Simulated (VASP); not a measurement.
HfN, 2 atoms in the cell. The structure is tetragonal, space group I-4m2 (No. 119). The conventional cell has a = 3.298 Å, b = 3.298 Å, c = 5.155 Å, α = 90.00°, β = 90.00°, γ = 90.00°. Hf (site symmetry -4m2) has 4 N at 2.09 Å within 2.8 Å. Within 2.8 Å of N (site symmetry -4m2) lie 4 Hf at 2.09 Å.  This cell differs from its parent crystal: strain -0.050 along x and y, +0.050 along z.

| Property | Result |
| --- | --- |
| Program | VASP 6.6.1 |
| Task | single point |
| Functional | PBEsol |
| Potentials or basis | VASP PAW PBE potentials, release 64 (Hf_pv, N) |
| Cutoff | 520 eV |
| k mesh | 16 × 16 × 16 |
| Occupations | gaussian, width 0.15 eV |
| Spin | no spin polarisation |
| Dipole correction | no |
| Further INCAR settings | ALGO = Normal; EDIFF = 1e-06; NBANDS = 14 |

Potentials or basis: VASP PAW PBE potentials, release 64 (Hf_pv, N).

Launch:

```sh
$ cat potpaw_PBE.64/Hf_pv/POTCAR potpaw_PBE.64/N/POTCAR > POTCAR
$ mpirun -np 1 vasp_std > vasp.out
```

Hardware: 1 thread of Intel(R) Xeon(R) 6975P-C (Granite Rapids), on a shared host.

Problem. Estimate the wall time of this run.

Solution. Wall time 54 s on 1 thread of Intel(R) Xeon(R) 6975P-C (Granite Rapids) (shared host), peak memory 0.27 GiB. Counts: scf iterations 13, k points 349.
